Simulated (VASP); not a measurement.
Write the native input for VASP 6.6.1 that does the following.

* Task: single point
* Functional: PBE
* Potentials or basis: VASP PAW PBE potentials, release 64 (Ca_sv)
* Cutoff: 500 eV
* k mesh: 6 × 6 × 4
* Occupations: gaussian, width 0.1 eV
* Spin: no spin polarisation
* Dipole correction: no
* Further INCAR settings: ALGO = Normal; EDIFF = 1e-06; NBANDS = 17

The structure of Ca lies in POSCAR:

```
Ca
1.0
    1.8729697373     -3.2247287101      0.0000000000
    1.8729697373      3.2247287101      0.0000000000
    0.0000000000      0.0000000000      6.9448723591
Ca
2
Direct
    0.0000000000      0.0000000000      0.7500615391
    0.0000000000      0.0000000000      0.2499384609
```

The cell was built from a structure type or drawn by symmetry, and may not be a known phase.

These files were run (other wordings do the same):

INCAR

```
SYSTEM = Ca
PREC     = Accurate       ! precision mode
ENCUT    = 500            ! plane-wave cutoff, eV
EDIFF    = 1E-6           ! SCF threshold, eV
ISMEAR   = 0              ! smearing method
SIGMA    = 0.1            ! smearing width, eV
LREAL    = .False.        ! projectors in reciprocal space
LASPH    = .True.         ! aspherical terms in the spheres
NELM     = 120            ! most SCF steps
ALGO     = Normal         ! electronic algorithm
ISIF     = 2              ! what is computed and relaxed
LWAVE    = .False.        ! write WAVECAR
LCHARG   = .False.        ! write CHGCAR
GGA      = PE             ! functional
NBANDS   = 17             ! bands
GGA_COMPAT= .False.
```

KPOINTS

```
Automatic mesh
0
Gamma
  6 6 4
  0 0 0
```

Potentials or basis: VASP PAW PBE potentials, release 64 (Ca_sv).

The run is started by

```sh
$ cat potpaw_PBE.64/Ca_sv/POTCAR > POTCAR
$ mpirun -np 1 vasp_std > vasp.out
```

It gave:

| Item | Value |
| --- | --- |
| Pressure | 0.1 GPa |
| Band gap on the k mesh | zero (bands 10 and 11 overlap by 0.78 eV) |

Wall time 53 s on 1 thread of Intel Xeon 8259CL, on a shared host, peak memory 0.21 GiB.
